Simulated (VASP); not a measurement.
# K2F (Fd-3m) in VASP: single point with PBE

Aim: the single point of K2F with PBE.

Everything below comes from runs of VASP 6.6.1. Logs are shortened: lines on timing, memory, paths and dates and some standing lists are left out, and cuts for length are marked.

**1. The cell of the first run**

It takes space group Fd-3m (No. 227, cubic). The conventional cell has a = 10.172 Å, b = 10.172 Å, c = 10.172 Å, α = 90.00°, β = 90.00°, γ = 90.00°. K (site symmetry -3m) has 6 K at 3.60 Å and 6 F at 4.22 Å within 4.7 Å. F (site symmetry -43m) has 12 K at 4.22 Å and 4 F at 4.40 Å within 5.5 Å.

**2. Single point, PBE, collinear spin, ferromagnetic start**

INCAR reads:

```
SYSTEM = K2F
PREC = Accurate
ENCUT = 520
EDIFF = 1E-7
ISMEAR = 0
SIGMA = 0.1
LREAL = .False.
LASPH = .True.
NELM = 150
ALGO = Normal
ISIF = 2
LWAVE = .False.
LCHARG = .True.
ISPIN = 2
MAGMOM = 0 0 0 0 1 1
LORBIT = 11
GGA = PE
LELF = .True.
LVHAR = .True.
NBANDS = 38
```

KPOINTS reads:

```
regular mesh
0
Gamma
  4 4 4
  0 0 0
```

POSCAR reads:

```
K2F
1.0
    0.0000000000      5.0859061213      5.0859061213
    5.0859061213      0.0000000000      5.0859061213
    5.0859061213      5.0859061213      0.0000000000
K F
4 2
Direct
    0.1250000000      0.1250000000      0.1250000000
    0.6250000000      0.1250000000      0.1250000000
    0.1250000000      0.6250000000      0.1250000000
    0.1250000000      0.1250000000      0.6250000000
    0.5000000000      0.5000000000      0.5000000000
    0.7500000000      0.7500000000      0.7500000000
```

Potentials or basis: VASP PAW PBE potentials, release 64 (K_sv, F).

The run is started by

```console
$ cat potpaw_PBE.64/K_sv/POTCAR potpaw_PBE.64/F/POTCAR > POTCAR
$ mpirun -np 1 vasp_std > vasp.out
```

OUTCAR:

```text
SYSTEM = K2F
   PREC = Accurate
   ENCUT = 520
   EDIFF = 1E-7
   ISMEAR = 0
   LREAL = .False.
   LASPH = .True.
   NELM = 150
   ISIF = 2
   ISPIN = 2
   LORBIT = 11
   GGA = PE

 ion  position               nearest neighbor table
   1  0.125  0.125  0.125-   2 3.60   3 3.60   4 3.60   4 3.60   3 3.60   2 3.60
   2  0.625  0.125  0.125-   1 3.60   4 3.60   3 3.60   1 3.60   3 3.60   4 3.60
   3  0.125  0.625  0.125-   1 3.60   4 3.60   1 3.60   2 3.60   4 3.60   2 3.60
   4  0.125  0.125  0.625-   1 3.60   1 3.60   2 3.60   3 3.60   3 3.60   2 3.60
   5  0.500  0.500  0.500-
   6  0.750  0.750  0.750-

  LATTYP: Found a face centered cubic cell.
 ALAT       =    10.1718122426

  Lattice vectors:

 A1 = (   0.0000000000,   5.0859061213,   5.0859061213)
 A2 = (   5.0859061213,   0.0000000000,   5.0859061213)
 A3 = (   5.0859061213,   5.0859061213,   0.0000000000)

Analysis of symmetry for initial positions (statically):
=====================================================================
 Subroutine PRICEL returns:
 Original cell was already a primitive cell.

 Routine SETGRP: Setting up the symmetry group for a
 face centered cubic supercell.

 Subroutine GETGRP returns: Found 48 space group operations
 (whereof 24 operations were pure point group operations)
 out of a pool of 48 trial point group operations.

The static configuration has the point symmetry T_d .
 The point group associated with its full space group is O_h .

Analysis of symmetry for dynamics (positions and initial velocities):
=====================================================================
 Subroutine PRICEL returns:
 Original cell was already a primitive cell.

 Routine SETGRP: Setting up the symmetry group for a
 face centered cubic supercell.

 Subroutine GETGRP returns: Found 48 space group operations
 (whereof 24 operations were pure point group operations)
 out of a pool of 48 trial point group operations.

The dynamic configuration has the point symmetry T_d .
 The point group associated with its full space group is O_h .

Analysis of structural, dynamic, and magnetic symmetry:
=====================================================================
 Subroutine PRICEL returns:
 Original cell was already a primitive cell.

 Routine SETGRP: Setting up the symmetry group for a
 face centered cubic supercell.

 Subroutine GETGRP returns: Found 48 space group operations
 (whereof 24 operations were pure point group operations)
 out of a pool of 48 trial point group operations.

The overall configuration has the point symmetry T_d .
 The point group associated with its full space group is O_h .

 Subroutine INISYM returns: Found 48 space group operations
 (whereof 24 operations are pure point group operations),
 and found     1 'primitive' translations

----------------------------------------------------------------------------------------

                                     Primitive cell

  volume of cell :     263.1086

  direct lattice vectors                    reciprocal lattice vectors
     0.000000000  5.085906121  5.085906121    -0.098310898  0.098310898  0.098310898
     5.085906121  0.000000000  5.085906121     0.098310898 -0.098310898  0.098310898
     5.085906121  5.085906121  0.000000000     0.098310898  0.098310898 -0.098310898

  length of vectors
     7.192557414  7.192557414  7.192557414     0.170279471  0.170279471  0.170279471

  position of ions in fractional coordinates (direct lattice)
     0.125000000  0.125000000  0.125000000
     0.625000000  0.125000000  0.125000000
     0.125000000  0.625000000  0.125000000
     0.125000000  0.125000000  0.625000000
     0.500000000  0.500000000  0.500000000
     0.750000000  0.750000000  0.750000000

  ion indices of the primitive-cell ions
   primitive index   ion index
                 1           1
                 2           2
                 3           3
                 4           4
                 5           5
                 6           6

----------------------------------------------------------------------------------------

 KPOINTS: regular mesh

Automatic generation of k-mesh.
 Grid dimensions read from file:
[... 31 lines left out ...]
   number of dos      NEDOS =    301   number of ions     NIONS =      6
   total plane-waves  NPLWV = 157464
   dimension x,y,z NGX =    54 NGY =   54 NGZ =   54
   dimension x,y,z NGXF=   108 NGYF=  108 NGZF=  108
   ions per type =               4   2
   NGX,Y,Z   is equivalent  to a cutoff of  12.48, 12.48, 12.48 a.u.
   NGXF,Y,Z  is equivalent  to a cutoff of  24.96, 24.96, 24.96 a.u.
 SYSTEM =  K2F
   PREC   = accura    normal or accurate (medium, high low for compatibility)
   ISTART =      0    job   : 0-new  1-cont  2-samecut
   ICHARG =      2    charge: 1-file 2-atom 10-const
   ISPIN  =      2    spin polarized calculation?
   LNONCOLLINEAR =      F non collinear calculations
   LSORBIT =      F    spin-orbit coupling
   LASPH  =      T    aspherical Exc in radial PAW
   ENCUT  =  520.0 eV  38.22 Ry    6.18 a.u.  13.37 13.37 13.37*2*pi/ulx,y,z
   NELM   =    150;   NELMIN=  2; NELMDL= -5     # of ELM steps
   EDIFF  = 0.1E-06   stopping-criterion for ELM
   LREAL  =      F    real-space projection
   EDIFFG = 0.1E-05   stopping-criterion for IOM
   NSW    =      0    number of steps for IOM
   IBRION =     -1    ionic relax: 0-MD 1-quasi-New 2-CG
   NFREE  =      0    steps in history (QN), initial steepest desc. (CG)
   ISIF   =      2    stress and relaxation
   ISYM   =      2    0-nonsym 1-usesym 2-fastsym
   POTIM  = 0.5000    time-step for ionic-motion
   TEBEG  =    0.0;   TEEND  =   0.0 temperature during run
   PSTRESS=    0.0 pullay stress
   NELECT =      50.0000    total number of electrons
   NUPDOWN=      -1.0000    fix difference up-down
   EMIN   =  10.00;   EMAX   =-10.00  energy-range for DOS
   EFERMI =   0.00;   METHOD = LEGACY
   ISMEAR =     0;   SIGMA  =   0.10  broadening in eV -4-tet -1-fermi 0-gaus
   EFERMI_NEDOS =   21; number of points for ismear=-14 and -15
   IALGO  =     38    algorithm
   IMIX   =      4    mixing-type and parameters
     AMIX     =   0.40;   BMIX     =  1.00
     AMIX_MAG =   1.60;   BMIX_MAG =  1.00
  volume/ion in A,a.u.               =      43.85       295.92
  Fermi-wavevector in a.u.,A,eV,Ry     =   0.941210  1.778629 12.053076  0.885876
  Thomas-Fermi vector in A             =   2.068698
   LORBIT       =     11    0 simple, 1 ext, 2 COOP (PROOUT), +10 PAW based schemes
   GGA     = PE    functional components
   LHFCALC =     F    Hartree Fock is set to
   AEXX    =    0.0000 exact exchange contribution
   IVDW    =     0    specifies the selected vdW correction
   LEPSILON=     F    determine dielectric tensor
   LRPA    =     F    only Hartree local field effects (RPA)
 spin polarized calculation
 Gauss-broadening in eV      SIGMA  =   0.10
  energy-cutoff  :      520.00
  volume of cell :      263.11
 maximum number of plane-waves:      7120
 NGX is ok and might be reduce to    54
   NGX = 27   NGY = 27   NGZ = 27

 number of electron      50.0000031 magnetization       0.3207593

 number of electron      50.0000026 magnetization      -0.0883140

 Free energy of the ion-electron system (eV)
  ---------------------------------------------------
  ext. energy  EPLUGINS =         0.00000000
  ---------------------------------------------------
  free energy    TOTEN  =       -12.37416437 eV

  energy without entropy =      -12.36011996  energy(sigma->0) =      -12.36714216

 E-fermi :  -0.1272     XC(G=0):  -5.9657

 val. band max:       -0.1431565998   @ k =  -0.2500   0.5000   0.2500
 cond. band min:      -0.1269359619   @ k =   0.5000   0.5000   0.0000
 fundamental gap:      0.0162206380
 Fermi energy:        -0.1272367827

 spin component 1

 k-point     1 :       0.0000    0.0000    0.0000
  band No.  band energies     occupation
      1     -32.8762      1.00000
      2     -32.8017      1.00000
      3     -32.8017      1.00000
      4     -32.8017      1.00000
      5     -20.5509      1.00000
      6     -20.5443      1.00000
[... 309 lines left out ...]
     36       3.4288      0.00000
     37       3.7507      0.00000
 Fermi energy:        -0.1272367827

 spin component 2

 k-point     1 :       0.0000    0.0000    0.0000
  band No.  band energies     occupation
      1     -32.8805      1.00000
      2     -32.8058      1.00000
      3     -32.8058      1.00000
      4     -32.8058      1.00000
      5     -20.5546      1.00000
      6     -20.5480      1.00000
[... 309 lines left out ...]
     36       3.4093      0.00000
     37       3.7414      0.00000
 [bands above 37 left out]

------------------------ aborting loop because EDIFF is reached ----------------------------------------

  FORCE on cell =-STRESS in cart. coord.  units (eV):
  Direction    XX          YY          ZZ          XY          YZ          ZX
  --------------------------------------------------------------------------------------
  -------------------------------------------------------------------------------------
  Total        0.3161638      0.3161638      0.3161638      0.0000000     -0.0000000     -0.0000000
  in kB        1.9252524      1.9252524      1.9252524      0.0000000     -0.0000000     -0.0000000
  external PRESSURE =       1.9252524 kB  Pullay stress =       0.0000000 kB

 VOLUME and BASIS-vectors are now :
 -----------------------------------------------------------------------------
  energy-cutoff  :      520.00
  volume of cell :      263.11
      direct lattice vectors                 reciprocal lattice vectors
     0.000000000  5.085906121  5.085906121    -0.098310898  0.098310898  0.098310898
     5.085906121  0.000000000  5.085906121     0.098310898 -0.098310898  0.098310898
     5.085906121  5.085906121  0.000000000     0.098310898  0.098310898 -0.098310898

 POSITION                                       TOTAL-FORCE (eV/Angst)
 -----------------------------------------------------------------------------------
      1.27148      1.27148      1.27148        -0.000000     -0.000000      0.000000
      1.27148      3.81443      3.81443        -0.000000     -0.000000      0.000000
      3.81443      1.27148      3.81443        -0.000000     -0.000000      0.000000
      3.81443      3.81443      1.27148        -0.000000     -0.000000      0.000000
      5.08591      5.08591      5.08591         0.000000      0.000000      0.000000
      7.62886      7.62886      7.62886        -0.000000     -0.000000     -0.000000
 -----------------------------------------------------------------------------------
    total drift:                                0.000000      0.000000      0.000000

  FREE ENERGIE OF THE ION-ELECTRON SYSTEM (eV)
  ---------------------------------------------------
  free  energy   TOTEN  =       -12.3741643680 eV

  energy  without entropy=      -12.3601199600  energy(sigma->0) =      -12.36714216

 total charge

# of ion       s       p       d       tot
------------------------------------------
    1        1.991   5.543   0.020   7.555
    2        1.991   5.543   0.020   7.555
    3        1.991   5.543   0.020   7.555
    4        1.991   5.543   0.020   7.555
    5        1.733   4.262   0.000   5.995
    6        1.733   4.262   0.000   5.995
--------------------------------------------------
tot         11.431  30.698   0.080  42.209

 magnetization (x)

# of ion       s       p       d       tot
------------------------------------------
    1       -0.002  -0.001  -0.001  -0.004
    2       -0.002  -0.001  -0.001  -0.004
    3       -0.002  -0.001  -0.001  -0.004
    4       -0.002  -0.001  -0.001  -0.004
    5        0.000  -0.002   0.000  -0.002
    6        0.000  -0.002   0.000  -0.002
--------------------------------------------------
tot         -0.007  -0.007  -0.005  -0.019
```

Run time: 4.4 min. Hardware: 1 thread of Intel Xeon Platinum 8488C (Sapphire Rapids), shared host; peak memory 0.55 GiB.

What came out:

```yaml
Free_energy: -12.3742 eV
Pressure: 0.2 GPa
Net_moment: -0.09 μB per cell
Valence_electrons_inside_the_program's_atomic_spheres: K 7.55; F 6.00
```

Levels at points of the mesh, in eV from the Fermi level:
Spin up:
| k point | band 22 | band 23 | band 24 | band 25 | band 26 | band 27 | band 28 | band 29 |
| --- | --- | --- | --- | --- | --- | --- | --- | --- |
| (0.00, 0.00, 0.00) | -2.07 | -2.07 | -2.07 | -1.57 | 1.41 | 1.77 | 1.77 | 1.77 |
| (0.50, 0.00, 0.00) | -2.06 | -2.06 | -2.06 | -0.63 | 0.54 | 1.97 | 1.97 | 2.16 |
| (0.50, 0.50, 0.00) | -2.17 | -2.03 | -2.03 | 0.00 | 0.00 | 2.08 | 2.08 | 2.12 |
Spin down:
| k point | band 23 | band 24 | band 25 | band 26 | band 27 | band 28 |
| --- | --- | --- | --- | --- | --- | --- |
| (0.00, 0.00, 0.00) | -2.07 | -2.07 | -1.62 | 1.37 | 1.74 | 1.74 |
| (0.50, 0.00, 0.00) | -2.06 | -2.06 | -0.69 | 0.50 | 1.94 | 1.94 |
| (0.50, 0.50, 0.00) | -2.04 | -2.04 | -0.06 | -0.06 | 2.06 | 2.06 |
